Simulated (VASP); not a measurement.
# HfO2 (Fm-3m) in VASP: further runs, part 2 of 2

VASP 6.6.1.

### 3 Single point, PBE

This run uses another cell than the first one, of 11.04 Å³/atom, 1.031 times its volume.

File INCAR:

```
SYSTEM = HfO2
PREC = Accurate
ENCUT = 520
EDIFF = 1E-6
ISMEAR = 0
SIGMA = 0.01
LREAL = .FALSE.
LASPH = .TRUE.
NELM = 100
ALGO = Normal
ISIF = 2
LWAVE = .FALSE.
LCHARG = .TRUE.
GGA = PE
LELF = .TRUE.
LVHAR = .TRUE.
NBANDS = 18
```

File KPOINTS:

```
regular mesh
0
G
  8 8 8
  0 0 0
```

File POSCAR:

```
HfO2
1.0
    0.0000000000      2.5488060282      2.5488060282
    2.5488060282      0.0000000000      2.5488060282
    2.5488060282      2.5488060282      0.0000000000
Hf O
1 2
Direct
    0.0000000000      0.0000000000      0.0000000000
    0.2500000000      0.2500000000      0.2500000000
    0.7500000000      0.7500000000      0.7500000000
```

Potentials or basis: VASP PAW PBE potentials, release 64 (Hf_pv, O).

On the command line:

```console
cat potpaw_PBE.64/Hf_pv/POTCAR potpaw_PBE.64/O/POTCAR > POTCAR
mpirun -np 1 vasp_std > vasp.out
```

OUTCAR:

```text
SYSTEM = HfO2
   PREC = Accurate
   ENCUT = 520
   EDIFF = 1E-6
   ISMEAR = 0
   LREAL = .FALSE.
   LASPH = .TRUE.
   NELM = 100
   ISIF = 2
   GGA = PE

 ion  position               nearest neighbor table
   1  0.000  0.000  0.000-   3 2.21   2 2.21   3 2.21   2 2.21   3 2.21   3 2.21   2 2.21   2 2.21

   2  0.250  0.250  0.250-   1 2.21   1 2.21   1 2.21   1 2.21
   3  0.750  0.750  0.750-   1 2.21   1 2.21   1 2.21   1 2.21

  LATTYP: Found a face centered cubic cell.
 ALAT       =     5.0976120564

  Lattice vectors:

[... 677 lines left out ...]
      6      -0.6063      2.00000
[... 10 lines left out ...]
     17      15.0267      0.00000
     18      16.9701      0.00000

 [... further k-points ...]
[... 5 lines left out ...]
  --------------------------------------------------------------------------------------
  -------------------------------------------------------------------------------------
  Total       -0.7495722     -0.7495722     -0.7495722      0.0000000      0.0000000      0.0000000
  in kB      -36.2646662    -36.2646662    -36.2646662      0.0000000      0.0000000      0.0000000
  external PRESSURE =     -36.2646662 kB  Pullay stress =       0.0000000 kB

 VOLUME and BASIS-vectors are now :
 -----------------------------------------------------------------------------
  energy-cutoff  :      520.00
  volume of cell :       33.12
      direct lattice vectors                 reciprocal lattice vectors
     0.000000000  2.548806028  2.548806028    -0.196170283  0.196170283  0.196170283
     2.548806028  0.000000000  2.548806028     0.196170283 -0.196170283  0.196170283
     2.548806028  2.548806028  0.000000000     0.196170283  0.196170283 -0.196170283

 POSITION                                       TOTAL-FORCE (eV/Angst)
 -----------------------------------------------------------------------------------
      0.00000      0.00000      0.00000         0.000000      0.000000      0.000000
      1.27440      1.27440      1.27440         0.000000      0.000000      0.000000
      3.82321      3.82321      3.82321        -0.000000     -0.000000     -0.000000
 -----------------------------------------------------------------------------------
    total drift:                                0.000000      0.000000      0.000000

  FREE ENERGIE OF THE ION-ELECTRON SYSTEM (eV)
  ---------------------------------------------------
  free  energy   TOTEN  =       -30.2433589053 eV

  energy  without entropy=      -30.2433589053  energy(sigma->0) =      -30.24335891
```

OSZICAR:

```text
N       E                     dE             d eps       ncg     rms          rms(c)
DAV:   1     0.934079674888E+02    0.93408E+02   -0.12673E+04  1044   0.121E+03
DAV:   2    -0.318798884049E+02   -0.12529E+03   -0.12019E+03  1358   0.288E+02
DAV:   3    -0.360267096489E+02   -0.41468E+01   -0.41276E+01  1180   0.464E+01
DAV:   4    -0.360520080868E+02   -0.25298E-01   -0.25290E-01  1284   0.396E+00
DAV:   5    -0.360521652672E+02   -0.15718E-03   -0.15718E-03  1172   0.299E-01    0.463E+01
DAV:   6    -0.303842937339E+02    0.56679E+01   -0.20489E+01  1064   0.322E+01    0.406E+01
DAV:   7    -0.302837980238E+02    0.10050E+00   -0.67925E-01  1204   0.675E+00    0.287E+01
DAV:   8    -0.302678917171E+02    0.15906E-01   -0.32297E-01  1124   0.516E+00    0.994E+00
DAV:   9    -0.302430338210E+02    0.24858E-01   -0.73121E-02  1102   0.230E+00    0.268E+00
DAV:  10    -0.302433075692E+02   -0.27375E-03   -0.35021E-03  1170   0.447E-01    0.160E-01
DAV:  11    -0.302433441362E+02   -0.36567E-04   -0.18363E-04  1192   0.115E-01    0.217E-01
DAV:  12    -0.302433579585E+02   -0.13822E-04   -0.40180E-05  1154   0.423E-02    0.122E-02
DAV:  13    -0.302433589053E+02   -0.94680E-06   -0.14927E-06  1128   0.915E-03
   1 F= -.30243359E+02 E0= -.30243359E+02  d E =-.163248E-60
```

stdout:

```text
POSCAR found type information on POSCAR HfO
 POSCAR found :  2 types and       3 ions
 scaLAPACK will be used
 LDA part: xc-table for (Slater+PW92), standard interpolation
 POSCAR, INCAR and KPOINTS ok, starting setup
 FFT: planning ... GRIDC
 FFT: planning ... GRID_SOFT
 FFT: planning ... GRID
 WAVECAR not read
 entering main loop
```

It took 8.6 s on 1 thread of Intel Xeon 6975P-C (Granite Rapids), shared host; peak memory 0.16 GiB.

Results:

* Free energy: -30.2434 eV
* Pressure: -3.6 GPa
* Band gap on the k mesh: 3.76 eV, direct

Caveat: spin-orbit coupling is left out, which moves the levels of the heavy elements. A k mesh can miss the band edges.

### 4 Single point, PBE (volume changed by +3%)

File INCAR:

```
PREC = Accurate
ENCUT = 520
EDIFF = 1E-6
ISMEAR = 0
SIGMA = 0.01
LREAL = F
LASPH = T
NELM = 60
ALGO = Normal
ISIF = 2
LWAVE = F
LCHARG = F
GGA = PE
NBANDS = 18
```

File KPOINTS:

```
Automatic mesh
0
Gamma
  8 8 8
```

File POSCAR:

```
HfO2
1.0
    0.0000000000      2.5740433728      2.5740433728
    2.5740433728      0.0000000000      2.5740433728
    2.5740433728      2.5740433728      0.0000000000
Hf O
1 2
Direct
    0.0000000000      0.0000000000      0.0000000000
    0.2500000000      0.2500000000      0.2500000000
    0.7500000000      0.7500000000      0.7500000000
```

Potentials or basis: VASP PAW PBE potentials, release 64 (Hf_pv, O).

On the command line:

```console
cat potpaw_PBE.64/Hf_pv/POTCAR potpaw_PBE.64/O/POTCAR > POTCAR
mpirun -np 1 vasp_std > vasp.out
```

OUTCAR:

```text
PREC = Accurate
   ENCUT = 520
   EDIFF = 1E-6
   ISMEAR = 0
   LREAL = F
   LASPH = T
   NELM = 60
   ISIF = 2
   GGA = PE

 ion  position               nearest neighbor table
   1  0.000  0.000  0.000-   3 2.23   3 2.23   3 2.23   2 2.23   2 2.23   2 2.23   3 2.23   2 2.23

   2  0.250  0.250  0.250-   1 2.23   1 2.23   1 2.23   1 2.23
   3  0.750  0.750  0.750-   1 2.23   1 2.23   1 2.23   1 2.23

  LATTYP: Found a face centered cubic cell.
 ALAT       =     5.1480867456

  Lattice vectors:

[... 194 lines left out ...]
      6      -1.1739      2.00000
[... 481 lines left out ...]
      5     -12.6171      2.00000
      6      -0.7104      2.00000
[... 10 lines left out ...]
     17      14.5957      0.00000
     18      16.2917      0.00000

 [... further k-points ...]
[... 5 lines left out ...]
  --------------------------------------------------------------------------------------
  -------------------------------------------------------------------------------------
  Total       -2.1706516     -2.1706516     -2.1706516      0.0000000      0.0000000     -0.0000000
  in kB     -101.9584259   -101.9584259   -101.9584259      0.0000000      0.0000000     -0.0000000
  external PRESSURE =    -101.9584259 kB  Pullay stress =       0.0000000 kB

 VOLUME and BASIS-vectors are now :
 -----------------------------------------------------------------------------
  energy-cutoff  :      520.00
  volume of cell :       34.11
      direct lattice vectors                 reciprocal lattice vectors
     0.000000000  2.574043373  2.574043373    -0.194246921  0.194246921  0.194246921
     2.574043373  0.000000000  2.574043373     0.194246921 -0.194246921  0.194246921
     2.574043373  2.574043373  0.000000000     0.194246921  0.194246921 -0.194246921

 POSITION                                       TOTAL-FORCE (eV/Angst)
 -----------------------------------------------------------------------------------
      0.00000      0.00000      0.00000        -0.000000      0.000000     -0.000000
      1.28702      1.28702      1.28702         0.000000     -0.000000     -0.000000
      3.86107      3.86107      3.86107         0.000000     -0.000000      0.000000
 -----------------------------------------------------------------------------------
    total drift:                                0.000000      0.000000      0.000000

  FREE ENERGIE OF THE ION-ELECTRON SYSTEM (eV)
  ---------------------------------------------------
  free  energy   TOTEN  =       -30.2012707608 eV

  energy  without entropy=      -30.2012707608  energy(sigma->0) =      -30.20127076
```

OSZICAR:

```text
N       E                     dE             d eps       ncg     rms          rms(c)
DAV:   1     0.913513079152E+02    0.91351E+02   -0.12578E+04  1044   0.120E+03
DAV:   2    -0.318791596761E+02   -0.12323E+03   -0.11976E+03  1328   0.286E+02
DAV:   3    -0.360497855659E+02   -0.41706E+01   -0.41565E+01  1218   0.466E+01
DAV:   4    -0.360736425871E+02   -0.23857E-01   -0.23853E-01  1284   0.400E+00
DAV:   5    -0.360738022722E+02   -0.15969E-03   -0.15968E-03  1164   0.299E-01    0.434E+01
DAV:   6    -0.303646237819E+02    0.57092E+01   -0.21056E+01  1064   0.320E+01    0.388E+01
DAV:   7    -0.302481810217E+02    0.11644E+00   -0.70214E-01  1192   0.683E+00    0.280E+01
DAV:   8    -0.302312332465E+02    0.16948E-01   -0.39115E-01  1124   0.557E+00    0.104E+01
DAV:   9    -0.302008142898E+02    0.30419E-01   -0.84483E-02  1096   0.249E+00    0.275E+00
DAV:  10    -0.302012321752E+02   -0.41789E-03   -0.37088E-03  1162   0.461E-01    0.116E-01
DAV:  11    -0.302012517879E+02   -0.19613E-04   -0.21176E-04  1218   0.117E-01    0.229E-01
DAV:  12    -0.302012694793E+02   -0.17691E-04   -0.45020E-05  1132   0.446E-02    0.903E-03
DAV:  13    -0.302012705008E+02   -0.10214E-05   -0.14025E-06  1140   0.867E-03    0.334E-03
DAV:  14    -0.302012707608E+02   -0.26004E-06   -0.26141E-07   848   0.340E-03
   1 F= -.30201271E+02 E0= -.30201271E+02  d E =-.823461E-88
```

It took 8.5 s on 1 thread of Intel Xeon 6975P-C (Granite Rapids), shared host; peak memory 0.16 GiB.

Results:

```
Free energy            : -30.2013 eV
Pressure               : -10.2 GPa
Band gap on the k mesh : 3.68 eV, direct
```

Levels at points of the mesh, in eV from the valence-band top:
| k point | band 8 | band 9 | band 10 | band 11 | band 12 | band 13 | band 14 | band 15 |
| --- | --- | --- | --- | --- | --- | --- | --- | --- |
| (0.00, 0.00, 0.00) | -5.07 | -0.59 | -0.59 | -0.59 | 3.77 | 3.77 | 5.47 | 9.85 |
| (0.50, 0.00, 0.00) | -2.98 | -2.63 | -1.78 | -1.78 | 4.44 | 4.44 | 6.56 | 8.89 |
| (0.50, 0.50, 0.00) | -3.35 | -1.45 | -1.45 | 0.00 | 3.68 | 5.26 | 6.22 | 7.76 |

Caveat: the cell differs from its parent crystal (volume changed by +3%); spin-orbit coupling is left out, which moves the levels of the heavy elements.

### 5 Summary

```csv
cell,gap on the mesh (eV),pressure (GPa)
"a = 3.568 Å, angles 60.0°, 3 atoms",3.84,4.1
"a = 3.605 Å, angles 60.0°, 3 atoms",3.76,-3.6
"a = 3.640 Å, angles 60.0°, 3 atoms",3.68,-10.2
```

Alike in all rows: task single point; level PBE; potentials or basis VASP PAW PBE potentials, release 64 (Hf_pv, O); no spin polarisation; k mesh 8 × 8 × 8; cutoff (eV) 520; smearing gaussian 0.01 eV.

Caveats: spin-orbit coupling is left out, which moves the levels of the heavy elements.

Absolute energies hang on the potentials; compare differences alone.
